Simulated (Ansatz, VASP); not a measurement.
Two plane-wave programs on Ag

```
Ag
1.0
     2.87583    0.00000    0.00000
    -1.43792    2.49054    0.00000
     0.00000    0.00000    4.65084
Ag
2
Direct
  0.33333 0.66667 0.25000
  0.66667 0.33333 0.75000
```

Alike in both runs: task single point; functional r2SCAN; k mesh 14 × 14 × 8; occupations fermi-dirac, width 0.1 eV; no spin polarisation.

|  | VASP | Ansatz |
| --- | --- | --- |
| version | VASP 6.6.1 | Ansatz 0.2.0 |
| potentials or method | VASP PAW PBE potentials, release 64 (Ag), cutoff 520 eV | plane waves (500 eV) with PAW, scalar-relativistic |
| valence electrons in the cell | 22 | 38 |

|  | VASP | Ansatz | Ansatz less VASP |
| --- | --- | --- | --- |
| pressure (GPa) | 4.8 | 4.6 | -0.20 |
| traceless stress, the component that is largest in VASP (GPa) | 0.71 | 0.69 | -0.019 |

VASP's potentials were made for PBE, not for r2SCAN. VASP's potentials hold 22 valence electrons a cell and Ansatz's 38, so a difference there can come from the potentials and not from the codes.
